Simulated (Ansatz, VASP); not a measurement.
# One calculation of Zr2OsO6, two programs

```xyz
9
Lattice="0.0000 3.8326 3.8326 3.8326 0.0000 3.8326 3.8326 3.8326 0.0000" Properties=species:S:1:pos:R:3 pbc="T T T"
Zr    1.9163    1.9163    1.9163
Zr    5.7488    5.7488    5.7488
Os    0.0000    0.0000    0.0000
O     1.9163    3.8326    3.8326
O     5.7488    3.8326    3.8326
O     3.8326    1.9163    3.8326
O     3.8326    5.7488    3.8326
O     3.8326    3.8326    1.9163
O     3.8326    3.8326    5.7488
```

Change from the starting cell: ordered vacancies on the cation sites of perovskite (Fm-3m, No. 225).

Alike in both runs: task single point; functional PBE; k mesh 4 × 4 × 4; occupations gaussian, width 0.1 eV; collinear spin.

|  | VASP | Ansatz |
| --- | --- | --- |
| version | VASP 6.6.1 | Ansatz 0.2.0 |
| potentials or method | VASP PAW PBE potentials, release 64 (Zr_sv, Os, O), cutoff 520 eV | scalar-relativistic, plane waves, PAW |
| valence electrons in the cell | 68 | 76 |

```tsv
	VASP	Ansatz	Ansatz less VASP
gap on the k mesh at the Fermi level (eV)	none	none	-
pressure (GPa)	-14.8	-16.5	-1.75
net moment per atom (μB)	0.03	0.02	-0.002
size of the moment on the site where the two differ most (μB)	0.15	0.09	-0.065
```

Site moments also hang on the region over which each program counts them. A gap of «none» marks a metal or a gap that the smearing closes. VASP's potentials hold 68 valence electrons a cell and Ansatz's 76, so a difference there can come from the potentials and not from the codes.

Spin-orbit coupling is off throughout.
